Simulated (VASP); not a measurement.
Crystal: AlSn.

```
CELL_PARAMETERS angstrom
4.19811 0.00000 0.00000
-2.09905 3.63567 0.00000
0.00000 0.00000 3.30685
ATOMIC_POSITIONS crystal
Sn 0.33333 0.66667 0.50000
Al 0.00000 0.00000 0.00000
```

- Program: VASP 6.6.1
- Task: relaxation of cell and atoms
- Functional: PBEsol
- Dispersion: D3(BJ)
- Potentials or basis: VASP PAW PBE potentials, release 64 (Sn_d, Al)
- Cutoff: 600 eV
- k mesh: 7 × 7 × 8
- Occupations: fermi-dirac, width 0.05 eV
- Spin: no spin polarisation

At the start: pressure -3.8 GPa; volume 25.24 Å³/atom.

Question: How do energy, volume and symmetry change on relaxing?

Answer: Over 9 steps the energy falls by 22.6 meV/atom and the volume is 23.45 Å³/atom (-7.1 %); space group P-6m2 (No. 187, to 0.05 Å).

The path:
| step | energy change (eV) | largest force (eV/Å) | pressure (GPa) | volume (Å³) |
| --- | --- | --- | --- | --- |
| 1 | 0.0000 | 0.0000 | -3.80 | 50.47 |
| 2 | -0.0413 | 0.0000 | 1.04 | 46.23 |
| 3 | -0.0437 | 0.0000 | 0.04 | 46.99 |
| 4 | -0.0437 | 0.0000 | -0.12 | 47.05 |
| 5 | -0.0450 | 0.0000 | -0.07 | 46.99 |
| 6 | -0.0452 | 0.0000 | -0.10 | 46.95 |
| 7 | -0.0452 | 0.0000 | -0.08 | 46.95 |
| 8 | -0.0452 | 0.0000 | 0.06 | 46.88 |
| 9 | -0.0452 | 0.0000 | -0.01 | 46.90 |

Final structure:
```
Sn Al
1.0
     4.07980    0.00000    0.00000
    -2.03990    3.53321    0.00000
     0.00000    0.00000    3.25327
Sn Al
1 1
Cartesian
  0.0000 2.3555 1.6266
  0.0000 0.0000 0.0000
```

Caveat: the PAW data sets were made with another functional, which shifts forces and pressure a little; pairwise dispersion overbinds metals, which lowers pressure and volume.
